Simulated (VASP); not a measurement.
The system is LiH.

```
Li H
1.0
     2.23318    0.00000    0.00000
    -1.11659    1.93399    0.00000
     0.00000    0.00000    3.64008
Li H
2 2
Cartesian
  0.0000 0.0000 0.0000
  0.0000 0.0000 1.8200
  0.0000 1.2893 0.9100
  1.1166 0.6447 2.7301
```

| Quantity | Value |
| --- | --- |
| Program | VASP 6.6.1 |
| Task | relaxation of cell and atoms |
| Functional | PBEsol |
| Potentials or basis | VASP PAW PBE potentials, release 64 (Li_sv, H) |
| Cutoff | 600 eV |
| k mesh | 9 × 9 × 6 |
| Occupations | fermi-dirac, width 0.03 eV |
| Spin | no spin polarisation |

At the start: pressure 84.1 GPa; volume 3.93 Å³/atom.

**Question.** How do energy, volume and symmetry change on relaxing?

**Answer.** Over 7 steps the energy falls by 615.0 meV/atom and the volume is 7.25 Å³/atom (+84.5 %); space group P6_3/mmc (No. 194, to 0.1 Å) before and after.

Step by step:
```csv
step,energy change (eV),largest force (eV/Å),pressure (GPa),volume (Å³)
1,0.0000,0.0000,84.14,15.72
2,-1.7938,0.0000,31.21,20.89
3,-2.4280,0.0000,5.13,26.89
4,-2.4581,0.0000,0.74,28.61
5,-2.4585,0.0000,0.05,28.92
6,-2.4597,0.0000,-0.01,28.97
7,-2.4599,0.0000,-0.06,29.01
```

Final structure:
```
Li H
1.0
     2.68030    0.00000    0.00000
    -1.34015    2.32121    0.00000
     0.00000    0.00000    4.66243
Li H
2 2
Direct
  0.00000 0.00000 0.00000
  0.00000 0.00000 0.50000
  0.33333 0.66667 0.25000
  0.66667 0.33333 0.75000
```

Caveat: the cutoff is under 1.25 times the usual one of these potentials, so pressure, stress and relaxed cells hold a basis-set (Pulay) error; the volume moved by over 15 % at a fixed basis, so the end points are rough; the PAW data sets were made with another functional, which shifts forces and pressure a little.
